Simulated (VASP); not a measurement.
Wanted: the native input for a VASP 6.6.1 run.

```
Task                   : single point
Functional             : PBE
Potentials or basis    : VASP PAW PBE potentials, release 64 (Hg, Te)
Cutoff                 : 520 eV
k mesh                 : 9 × 9 × 5
Occupations            : fermi-dirac, width 0.05 eV
Spin                   : no spin polarisation
Dipole correction      : no
Further INCAR settings : ALGO = Normal; EDIFF = 1e-07; NBANDS = 26
```

The structure of HgTe (NiAs type) lies in POSCAR:

```
HgTe
1.0
    4.0119937376      0.0000000000      0.0000000000
   -2.0059968688      3.4744884966      0.0000000000
    0.0000000000      0.0000000000      7.2545169208
Hg Te
2 2
Direct
    0.0000000000      0.0000000000      0.0000000000
    0.0000000000      0.0000000000      0.5000000000
    0.3333333333      0.6666666667      0.2500000000
    0.6666666667      0.3333333333      0.7500000000
```

One way to write it, as run:

INCAR

```
SYSTEM = HgTe
  ALGO = Normal
  EDIFF = 1E-7
  ENCUT = 520
  GGA = PE
  ISIF = 2
  ISMEAR = -1
  LASPH = .True.
  LCHARG = .False.
  LREAL = .False.
  LWAVE = .False.
  NBANDS = 26
  NELM = 80
  PREC = Accurate
  SIGMA = 0.05
```

KPOINTS

```
k-points
0
Gamma
  9 9 5
  0 0 0
```

Potentials or basis: VASP PAW PBE potentials, release 64 (Hg, Te).

The run is started by

```sh
$ cat potpaw_PBE.64/Hg/POTCAR potpaw_PBE.64/Te/POTCAR > POTCAR
$ mpirun -np 1 vasp_std > vasp.out
```

It gave:

| Property | Result |
| --- | --- |
| Pressure | 10.2 GPa |
| Band gap on the k mesh | zero (bands 18 and 19 overlap by 2.99 eV) |

Caveat: the cell stands under pressure; spin-orbit coupling is left out, which moves the levels of the heavy elements.

It took 2.3 min on 1 thread of Intel Xeon 8259CL, with other jobs on the host, peak memory 0.26 GiB.
